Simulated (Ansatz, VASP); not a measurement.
One calculation of Ni, two programs

The input INCAR:

```
ALGO     = Normal         # electronic algorithm
EDIFF    = 1E-7           # SCF threshold, eV
ENCUT    = 520            # plane-wave cutoff, eV
GGA      = PS             # functional
ISIF     = 2              # what is computed and relaxed
ISMEAR   = -1             # smearing method
ISPIN    = 2              # spin polarisation
LASPH    = True           # aspherical terms in the spheres
LCHARG   = False          # write CHGCAR
LMAXMIX  = 4              # l up to which the mixer works
LORBIT   = 11             # projections on sites
LREAL    = False          # projectors in reciprocal space
LWAVE    = False          # write WAVECAR
MAGMOM   = 1 1            # initial moments
NBANDS   = 21             # bands
NELM     = 150            # most SCF steps
PREC     = Accurate       # precision mode
SIGMA    = 0.08           # smearing width, eV
```

Contents of KPOINTS:

```
k-points
0
Gamma
  14 14 14
```

Contents of POSCAR:

```
Ni
1.0
    0.0000000000      1.9880011070      1.9880011070
    1.9880011070      0.0000000000      1.9880011070
    1.9880011070      1.9880011070      0.0000000000
Ni
2
Direct
   -0.1250000000     -0.1250000000     -0.1250000000
    0.1250000000      0.1250000000      0.1250000000
```

Input for Ansatz:

```yaml
crystal:
  lattice:
    - [0.0, 1.988001107, 1.988001107]
    - [1.988001107, 0.0, 1.988001107]
    - [1.988001107, 1.988001107, 0.0]
  atoms:
    - { symbol: Ni, position: [-0.125, -0.125, -0.125], spin: 1.0 }
    - { symbol: Ni, position: [0.125, 0.125, 0.125], spin: 1.0 }
magnetization:
  spin_polarized: true
kpoints:
  mp_grid: { grid: [14, 14, 14] }
scf:
  occupations: { method: fermi_dirac, width: 0.08 }
hamiltonian:
  xc: pbesol
  pseudopotentials: { kind: paw }
output:
  forces: true
  stress: true
  eigenvalues: true
  populations: true
```

Change from the starting cell: volume scaled by 0.5, PAW files.

Alike in both runs: task single point; functional PBEsol; k mesh 14 × 14 × 14; occupations fermi-dirac, width 0.08 eV; collinear spin.

|  | VASP | Ansatz |
| --- | --- | --- |
| version | VASP 6.6.1 | Ansatz 0.2.0 |
| potentials or method | VASP PAW PBE potentials, release 64 (Ni) | PAW with Ansatz's default frozen-core files, scalar-relativistic |
| plane-wave cutoff (eV) | 520 | 420 |
| valence electrons in the cell | 20 | 36 |

VASP gave:

| Quantity | Value |
| --- | --- |
| pressure (GPa) | 327.0 |
| net moment per atom (μB) | 0.00 |
| size of the moment on the site where the two differ most (μB) | 0.00 |

Task: Which values does Ansatz return?

Result: Pressure (GPa): 360.3; net moment per atom (μB): 0.44; size of the moment on the site where the two differ most (μB): 0.42.

The net moments are unlike, so the other rows may belong to different states. VASP's potentials were made for PBE, not for PBEsol. Site moments also hang on the region over which each program counts them. The pressures are high and differ by over a tenth, so treat them with care. VASP's potentials hold 20 valence electrons a cell and Ansatz's 36, so a difference there can come from the potentials and not from the codes.

Noted on VASP's run: the cell as given lies far from equilibrium.
